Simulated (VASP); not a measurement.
Wanted: the native input for a VASP 6.6.1 run.

| Property | Result |
| --- | --- |
| Task | single point |
| Functional | PBE |
| Potentials or basis | VASP PAW PBE potentials, release 64 (Sr_sv) |
| Cutoff | 520 eV |
| k mesh | 15 × 15 × 15 |
| Occupations | fermi-dirac, width 0.1 eV |
| Spin | no spin polarisation |
| Dipole correction | no |
| Further INCAR settings | ALGO = Normal; EDIFF = 1e-06; NBANDS = 11 |

The structure of Sr lies in POSCAR:

```
Sr
1.0
   -2.3846097410      2.3846097410      2.3846097410
    2.3846097410     -2.3846097410      2.3846097410
    2.3846097410      2.3846097410     -2.3846097410
Sr
1
Direct
    0.0000000000      0.0000000000      0.0000000000
```

These files were run (other wordings do the same):

INCAR

```
  ALGO = Normal
  EDIFF = 1E-6
  ENCUT = 520
  GGA = PE
  ISIF = 2
  ISMEAR = -1
  LASPH = T
  LCHARG = F
  LREAL = F
  LWAVE = F
  NBANDS = 11
  NELM = 60
  PREC = Accurate
  SIGMA = 0.1
```

KPOINTS

```
k-points
0
Gamma
  15 15 15
```

Potentials or basis: VASP PAW PBE potentials, release 64 (Sr_sv).

Run with:

```bash
$ cat potpaw_PBE.64/Sr_sv/POTCAR > POTCAR
$ mpirun -np 1 vasp_std > vasp.out
```

It gave:

- Pressure: 0.0 GPa
- Band gap on the k mesh: zero (band 5 reaches 1.95 eV, above the bottom of band 6 at 1.50 eV)

Run time: 19 s on 1 thread of Intel(R) Xeon(R) Platinum 8559C (Emerald Rapids) (shared host), peak memory 0.22 GiB.
